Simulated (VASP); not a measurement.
A run of VASP 6.6.1 is set up as follows.

The input INCAR:

```
SYSTEM = YZr2O2
  ALGO = Normal
  EDIFF = 1E-6
  ENCUT = 520
  GGA = PE
  ISIF = 2
  ISMEAR = 0
  LASPH = .True.
  LCHARG = .False.
  LREAL = .False.
  LWAVE = .False.
  NBANDS = 32
  NELM = 60
  PREC = Accurate
  SIGMA = 0.1
```

The input KPOINTS:

```
k-points
0
Gamma
  12 12 6
  0 0 0
```

File POSCAR:

```
YZr2O2
1.0
    3.2968475099      0.0000000000      0.0000000000
   -1.6484237550      2.8551536960      0.0000000000
    0.0000000000      0.0000000000      8.1516609431
Y Zr O
1 2 2
Direct
    0.0000000000      0.0000000000      0.0000000000
    0.3333333333      0.6666666667      0.3419218965
    0.6666666667      0.3333333333      0.6580781035
    0.3333333333      0.6666666667      0.8347377550
    0.6666666667      0.3333333333      0.1652622450
```

Potentials or basis: VASP PAW PBE potentials, release 64 (Y_sv, Zr_sv, O).

Launch:

```sh
$ cat potpaw_PBE.64/Y_sv/POTCAR potpaw_PBE.64/Zr_sv/POTCAR potpaw_PBE.64/O/POTCAR > POTCAR
$ mpirun -np 1 vasp_std > vasp.out
```

(1) Estimate the largest force.

(2) What does it give for the band gap on the k mesh?

## Answers

(1) 0.011 eV/Å.

(2) zero (an odd number of electrons rules out a gap without spin polarisation).

Caveat: an odd number of electrons without spin polarisation forces a metal; a magnetic or distorted state may lie lower.
